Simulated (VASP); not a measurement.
Write the native input for VASP 6.6.1 that does the following.

- Task: single point
- Functional: PBE
- Potentials or basis: VASP PAW PBE potentials, release 64 (B, As)
- Cutoff: 520 eV
- k mesh: 6 × 6 × 8
- Occupations: gaussian, width 0.02 eV
- Spin: no spin polarisation
- Dipole correction: no
- Further INCAR settings: ALGO = Normal; EDIFF = 1e-06; NBANDS = 26

The structure of BAs lies in POSCAR:

```
BAs
1.0
    5.8883421561      0.0000000000      0.0000000000
    0.0000000000      5.8883421561      0.0000000000
    0.0000000000      0.0000000000      3.3895867269
B As
4 4
Direct
    0.6772683981      0.6772683981      0.0000000000
    0.1772683981      0.8227316019      0.5000000000
    0.8227316019      0.1772683981      0.5000000000
    0.3227316019      0.3227316019      0.0000000000
    0.8186062020      0.8186062020      0.5000000000
    0.1813937980      0.1813937980      0.5000000000
    0.6813937980      0.3186062020      0.0000000000
    0.3186062020      0.6813937980      0.0000000000
```

These files were run (other wordings do the same):

INCAR

```
SYSTEM = BAs
PREC = Accurate
ENCUT = 520
EDIFF = 1E-6
ISMEAR = 0
SIGMA = 0.02
LREAL = .FALSE.
LASPH = .TRUE.
NELM = 100
ALGO = Normal
ISIF = 2
LWAVE = .FALSE.
LCHARG = .TRUE.
GGA = PE
LELF = .TRUE.
LVHAR = .TRUE.
NBANDS = 26
```

KPOINTS

```
Automatic mesh
0
G
  6 6 8
  0 0 0
```

Potentials or basis: VASP PAW PBE potentials, release 64 (B, As).

Launch:

```bash
$ cat potpaw_PBE.64/B/POTCAR potpaw_PBE.64/As/POTCAR > POTCAR
$ mpirun -np 1 vasp_std > vasp.out
```

It gave:

```yaml
Pressure: 0.6 GPa
Band_gap_on_the_k_mesh: 0.84 eV (least direct gap 1.17 eV)
```

Wall time 2.7 min on 1 thread of Intel Xeon 8259CL (shared host), peak memory 0.31 GiB.
